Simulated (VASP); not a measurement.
# SnSe2 (P-3m1) in VASP: a series of runs

SnSe2 is run at these levels: PBE+D3(BJ); tasks: single point.

Program: VASP 6.6.1. These are calculated values, not measurements. Logs are shortened: lines on timing, memory, paths and dates and some standing lists are left out, and cuts for length are marked.

### 1 The cell of the first run

Symmetry: P-3m1, No. 164, trigonal system. Conventional cell: a = 3.811 Å, b = 3.811 Å, c = 13.274 Å, α = 90.00°, β = 90.00°, γ = 120.00°. Sn (site symmetry 3m) has 6 Se at 2.68 Å within 3.5 Å. Within 3.5 Å of Se (site symmetry 3m) lie 3 Sn at 2.68 Å. Se (site symmetry 3m) has 3 Sn at 2.68 Å within 3.5 Å.

### 2 Single point, PBE+D3(BJ) (the distance across one plane changed)

File INCAR:

```
SYSTEM = SnSe2
ALGO = Normal
EDIFF = 1E-6
ENCUT = 520
GGA = PE
ISIF = 2
ISMEAR = 0
IVDW = 12
LASPH = .TRUE.
LCHARG = .TRUE.
LELF = .TRUE.
LREAL = .FALSE.
LVHAR = .TRUE.
LWAVE = .FALSE.
NBANDS = 35
NELM = 100
PREC = Accurate
SIGMA = 0.05
```

File KPOINTS:

```
k-points
0
G
  8 8 3
  0 0 0
```

File POSCAR:

```
SnSe2
1.0
   -3.8109987816      0.0000000000      0.0000000000
   -1.9054993908     -3.3004217586      0.0000000000
    0.0000000000      0.0000000000     13.2740000000
Sn Se
2 4
Direct
    0.0000000000      0.0000000000      0.6934985686
    0.0000000000      0.0000000000      0.2311661895
    0.3333333333      0.3333333333      0.8090816634
    0.3333333333      0.3333333333      0.3467492843
    0.6666666667      0.6666666667      0.1155830948
    0.6666666667      0.6666666667      0.5779154739
```

Potentials or basis: VASP PAW PBE potentials, release 64 (Sn_d, Se).

Command:

```console
cat potpaw_PBE.64/Sn_d/POTCAR potpaw_PBE.64/Se/POTCAR > POTCAR
mpirun -np 1 vasp_std > vasp.out
```

OUTCAR:

```text
SYSTEM = SnSe2
   EDIFF = 1E-6
   ENCUT = 520
   GGA = PE
   ISIF = 2
   ISMEAR = 0
   IVDW = 12
   LASPH = .TRUE.
   LREAL = .FALSE.
   NELM = 100
   PREC = Accurate
 IVDW          = 12

 ion  position               nearest neighbor table
   1  0.000  0.000  0.693-   6 2.68   6 2.68   6 2.68   3 2.68   3 2.68   3 2.68
   2  0.000  0.000  0.231-   5 2.68   5 2.68   5 2.68   4 2.68   4 2.68   4 2.68
   3  0.333  0.333  0.809-   1 2.68   1 2.68   1 2.68
   4  0.333  0.333  0.347-   2 2.68   2 2.68   2 2.68
   5  0.667  0.667  0.116-   2 2.68   2 2.68   2 2.68
   6  0.667  0.667  0.578-   1 2.68   1 2.68   1 2.68

  LATTYP: Found a hexagonal cell.
 ALAT       =     3.8109987816
 C/A-ratio  =     3.4830764219

  Lattice vectors:

 A1 = (   1.9054993908,   3.3004217586,   0.0000000000)
 A2 = (  -3.8109987816,   0.0000000000,   0.0000000000)
 A3 = (   0.0000000000,   0.0000000000,  13.2740000000)

Analysis of symmetry for initial positions (statically):
=====================================================================
 Subroutine PRICEL returns:
 Original cell was already a primitive cell.

 Routine SETGRP: Setting up the symmetry group for a
 hexagonal supercell.

 Subroutine GETGRP returns: Found 12 space group operations
 (whereof  6 operations were pure point group operations)
 out of a pool of 24 trial point group operations.

The static configuration has the point symmetry C_3v.
 The point group associated with its full space group is D_3d.

Analysis of symmetry for dynamics (positions and initial velocities):
=====================================================================
 Subroutine PRICEL returns:
 Original cell was already a primitive cell.

 Routine SETGRP: Setting up the symmetry group for a
 hexagonal supercell.

 Subroutine GETGRP returns: Found 12 space group operations
 (whereof  6 operations were pure point group operations)
 out of a pool of 24 trial point group operations.

The dynamic configuration has the point symmetry C_3v.
 The point group associated with its full space group is D_3d.

 Subroutine INISYM returns: Found 12 space group operations
 (whereof  6 operations are pure point group operations),
 and found     1 'primitive' translations

----------------------------------------------------------------------------------------

                                     Primitive cell

  volume of cell :     166.9591

  direct lattice vectors                    reciprocal lattice vectors
    -3.810998782  0.000000000  0.000000000    -0.262398405  0.151495789  0.000000000
    -1.905499391 -3.300421759  0.000000000     0.000000000 -0.302991579  0.000000000
     0.000000000  0.000000000 13.274000000     0.000000000  0.000000000  0.075335242

  length of vectors
     3.810998782  3.810998782 13.274000000     0.302991579  0.302991579  0.075335242

  position of ions in fractional coordinates (direct lattice)
     0.000000000  0.000000000  0.693498569
     0.000000000  0.000000000  0.231166190
     0.333333333  0.333333333  0.809081663
     0.333333333  0.333333333  0.346749284
     0.666666667  0.666666667  0.115583095
     0.666666667  0.666666667  0.577915474

  ion indices of the primitive-cell ions
   primitive index   ion index
                 1           1
                 2           2
                 3           3
                 4           4
                 5           5
                 6           6

----------------------------------------------------------------------------------------

 KPOINTS: k-points

Automatic generation of k-mesh.
 Grid dimensions read from file:
 generate k-points for:    8    8    3

 Generating k-lattice:

  Cartesian coordinates                     Fractional coordinates (reciprocal lattice)
    -0.032799801  0.018936974  0.000000000     0.125000000  0.000000000  0.000000000
     0.000000000 -0.037873947  0.000000000     0.000000000  0.125000000  0.000000000
     0.000000000  0.000000000  0.025111747     0.000000000  0.000000000  0.333333333

  Length of vectors
     0.037873947  0.037873947  0.025111747

  Shift w.r.t. Gamma in fractional coordinates (k-lattice)
     0.000000000  0.000000000  0.000000000

 Subroutine IBZKPT returns following result:
 ===========================================

 Found     25 irreducible k-points:

 Following reciprocal coordinates:
            Coordinates               Weight
  0.000000  0.000000  0.000000      1.000000
  0.125000 -0.000000  0.000000      6.000000
  0.250000 -0.000000  0.000000      6.000000
  0.375000  0.000000  0.000000      6.000000
  0.500000 -0.000000  0.000000      3.000000
  0.250000  0.125000  0.000000      6.000000
[... 16 lines left out ...]
  0.375000  0.500000  0.333333     12.000000
  0.500000  0.250000  0.333333     12.000000
   k-points           NKPTS =     25   k-points in BZ     NKDIM =     25   number of bands    NBANDS=     35
   number of dos      NEDOS =    301   number of ions     NIONS =      6
   total plane-waves  NPLWV =  78400
   dimension x,y,z NGX =    28 NGY =   28 NGZ =  100
   dimension x,y,z NGXF=    56 NGYF=   56 NGZF=  200
   ions per type =               2   4
   NGX,Y,Z   is equivalent  to a cutoff of  12.21, 12.21, 12.52 a.u.
   NGXF,Y,Z  is equivalent  to a cutoff of  24.43, 24.43, 25.05 a.u.
 SYSTEM =  SnSe2
   PREC   = accura    normal or accurate (medium, high low for compatibility)
   ISTART =      0    job   : 0-new  1-cont  2-samecut
   ICHARG =      2    charge: 1-file 2-atom 10-const
   ISPIN  =      1    spin polarized calculation?
   LNONCOLLINEAR =      F non collinear calculations
   LSORBIT =      F    spin-orbit coupling
   LASPH  =      T    aspherical Exc in radial PAW
   ENCUT  =  520.0 eV  38.22 Ry    6.18 a.u.   7.09  7.09 24.68*2*pi/ulx,y,z
   NELM   =    100;   NELMIN=  2; NELMDL= -5     # of ELM steps
   EDIFF  = 0.1E-05   stopping-criterion for ELM
   LREAL  =      F    real-space projection
   EDIFFG = 0.1E-04   stopping-criterion for IOM
   NSW    =      0    number of steps for IOM
   IBRION =     -1    ionic relax: 0-MD 1-quasi-New 2-CG
   NFREE  =      0    steps in history (QN), initial steepest desc. (CG)
   ISIF   =      2    stress and relaxation
   ISYM   =      2    0-nonsym 1-usesym 2-fastsym
   POTIM  = 0.5000    time-step for ionic-motion
   TEBEG  =    0.0;   TEEND  =   0.0 temperature during run
   PSTRESS=    0.0 pullay stress
   NELECT =      52.0000    total number of electrons
   NUPDOWN=      -1.0000    fix difference up-down
   EMIN   =  10.00;   EMAX   =-10.00  energy-range for DOS
   EFERMI =   0.00;   METHOD = LEGACY
   ISMEAR =     0;   SIGMA  =   0.05  broadening in eV -4-tet -1-fermi 0-gaus
   EFERMI_NEDOS =   21; number of points for ismear=-14 and -15
   IALGO  =     38    algorithm
   IMIX   =      4    mixing-type and parameters
     AMIX     =   0.40;   BMIX     =  1.00
     AMIX_MAG =   1.60;   BMIX_MAG =  1.00
  volume/ion in A,a.u.               =      27.83       187.78
  Fermi-wavevector in a.u.,A,eV,Ry     =   1.109701  2.097031 16.754704  1.231436
  Thomas-Fermi vector in A             =   2.246244
   LORBIT       =      0    0 simple, 1 ext, 2 COOP (PROOUT), +10 PAW based schemes
   GGA     = PE    functional components
   LHFCALC =     F    Hartree Fock is set to
   AEXX    =    0.0000 exact exchange contribution
   IVDW    =    12    specifies the selected vdW correction
   LEPSILON=     F    determine dielectric tensor
   LRPA    =     F    only Hartree local field effects (RPA)
 non-spin polarized calculation
 Gauss-broadening in eV      SIGMA  =   0.05
  energy-cutoff  :      520.00
  volume of cell :      166.96
 maximum number of plane-waves:      4519
   NGX = 15   NGY = 15   NGZ = 49

 number of electron      52.0000006 magnetization

 Free energy of the ion-electron system (eV)
  ---------------------------------------------------
  ext. energy  EPLUGINS =         0.00000000
  ---------------------------------------------------
  free energy    TOTEN  =       -23.55085885 eV

  energy without entropy =      -23.55085885  energy(sigma->0) =      -23.55085885

 E-fermi :   3.5952     XC(G=0):  -8.9610

 val. band max:        3.2929565475   @ k =   0.1250  -0.0000   0.3333
 cond. band min:       4.1563065975   @ k =   0.5000  -0.0000   0.3333
 fundamental gap:      0.8633500500
 Fermi energy:         3.5952303198

 k-point     1 :       0.0000    0.0000    0.0000
  band No.  band energies     occupation
      1     -17.8636      2.00000
      2     -17.8636      2.00000
      3     -17.8635      2.00000
      4     -17.8635      2.00000
      5     -17.8241      2.00000
      6     -17.8240      2.00000
[... 27 lines left out ...]
     34       8.0040      0.00000
     35      10.2965      0.00000

 k-point     2 :       0.1250   -0.0000    0.0000
  band No.  band energies     occupation
      1     -17.8713      2.00000
      2     -17.8713      2.00000
      3     -17.8582      2.00000
      4     -17.8582      2.00000
      5     -17.8199      2.00000
      6     -17.8198      2.00000
[... 27 lines left out ...]
     34       8.3710      0.00000
     35      10.2435      0.00000

 k-point     3 :       0.2500   -0.0000    0.0000
  band No.  band energies     occupation
      1     -17.8921      2.00000
      2     -17.8920      2.00000
      3     -17.8486      2.00000
      4     -17.8486      2.00000
      5     -17.8232      2.00000
      6     -17.8231      2.00000
[... 27 lines left out ...]
     34       9.0899      0.00000
     35       9.9786      0.00000

 k-point     4 :       0.3750    0.0000    0.0000
  band No.  band energies     occupation
      1     -17.9142      2.00000
      2     -17.9141      2.00000
      3     -17.8440      2.00000
      4     -17.8440      2.00000
      5     -17.8302      2.00000
      6     -17.8301      2.00000
[... 27 lines left out ...]
     34       9.5083      0.00000
     35       9.5165      0.00000

 k-point     5 :       0.5000   -0.0000    0.0000
  band No.  band energies     occupation
      1     -17.9235      2.00000
      2     -17.9234      2.00000
      3     -17.8433      2.00000
      4     -17.8433      2.00000
      5     -17.8330      2.00000
      6     -17.8329      2.00000
[... 638 lines left out ...]
 k-point    22 :       0.5000    0.1250    0.3333
  band No.  band energies     occupation
      1     -17.9140      2.00000
      2     -17.9139      2.00000
      3     -17.8510      2.00000
      4     -17.8510      2.00000
      5     -17.8277      2.00000
      6     -17.8277      2.00000
[... 27 lines left out ...]
     34       9.3475      0.00000
     35       9.6143      0.00000

 k-point    23 :       0.3750    0.5000    0.3333
  band No.  band energies     occupation
      1     -17.9140      2.00000
      2     -17.9139      2.00000
      3     -17.8510      2.00000
      4     -17.8510      2.00000
      5     -17.8277      2.00000
      6     -17.8277      2.00000
[... 27 lines left out ...]
     34       9.5314      0.00000
     35       9.6536      0.00000

 k-point    24 :       0.5000    0.2500    0.3333
  band No.  band energies     occupation
      1     -17.9008      2.00000
      2     -17.9007      2.00000
      3     -17.8624      2.00000
      4     -17.8624      2.00000
      5     -17.8183      2.00000
      6     -17.8182      2.00000
[... 27 lines left out ...]
     34       9.9507      0.00000
     35      10.3636      0.00000

 [... further k-points ...]

------------------------ aborting loop because EDIFF is reached ----------------------------------------

 Edisp (eV)   -2.01533

 E8    (eV) :    -0.8833

  FORCE on cell =-STRESS in cart. coord.  units (eV):
  Direction    XX          YY          ZZ          XY          YZ          ZX
  --------------------------------------------------------------------------------------
  -------------------------------------------------------------------------------------
  Total       2.36913     2.36913     3.51391     0.00000    -0.00000     0.00000
  in kB      22.73475    22.73475    33.72025     0.00000    -0.00000     0.00000
  external pressure =       26.40 kB  Pullay stress =        0.00 kB

 VOLUME and BASIS-vectors are now :
 -----------------------------------------------------------------------------
  energy-cutoff  :      520.00
  volume of cell :      166.96
      direct lattice vectors                 reciprocal lattice vectors
    -3.810998782  0.000000000  0.000000000    -0.262398405  0.151495789  0.000000000
    -1.905499391 -3.300421759  0.000000000     0.000000000 -0.302991579  0.000000000
     0.000000000  0.000000000 13.274000000     0.000000000  0.000000000  0.075335242

 POSITION                                       TOTAL-FORCE (eV/Angst)
 -----------------------------------------------------------------------------------
      0.00000      0.00000      9.20550        -0.000000     -0.000000      0.003451
      0.00000      0.00000      3.06850         0.000000      0.000000     -0.003451
     -1.90550     -1.10014     10.73975         0.000000      0.000000      0.797150
     -1.90550     -1.10014      4.60275         0.000000     -0.000000      0.758249
     -3.81100     -2.20028      1.53425         0.000000      0.000000     -0.797150
     -3.81100     -2.20028      7.67125        -0.000000     -0.000000     -0.758249
 -----------------------------------------------------------------------------------
    total drift:                                0.000000      0.000000     -0.000007

  FREE ENERGIE OF THE ION-ELECTRON SYSTEM (eV)
  ---------------------------------------------------
  free  energy   TOTEN  =       -25.5661882790 eV

  energy  without entropy=      -25.5661882790  energy(sigma->0) =      -25.56618828
```

Run time: 3.6 min. Hardware: 1 thread of Intel Xeon 8259CL, shared host; peak memory 0.33 GiB.

Results:

```yaml
Free_energy: -25.5662 eV
Pressure: 2.6 GPa
Largest_force: 0.797 eV/Å
Band_gap_on_the_k_mesh: 0.86 eV (least direct gap 1.13 eV)
Dispersion_energy_per_atom: -0.336 eV
```

Forces in eV/Å, atoms in the order of the input:
```
Sn   0.000  0.000  0.003
Sn   0.000  0.000 -0.003
Se   0.000  0.000  0.797
Se   0.000  0.000  0.758
Se   0.000  0.000 -0.797
Se   0.000  0.000 -0.758
```

Levels at points of the mesh, in eV from the valence-band top:
| k point | band 24 | band 25 | band 26 | band 27 | band 28 | band 29 |
| --- | --- | --- | --- | --- | --- | --- |
| (0.00, 0.00, 0.00) | -0.22 | -0.13 | -0.13 | 1.30 | 2.35 | 3.04 |
| (0.50, 0.00, 0.00) | -0.64 | -0.48 | -0.25 | 0.88 | 1.12 | 3.96 |

Caveat: the cell differs from its parent crystal (the distance across one plane changed); spin-orbit coupling is left out, which moves the levels of the heavy elements. A k mesh can miss the band edges.

(Continued in part 2 of 2.)
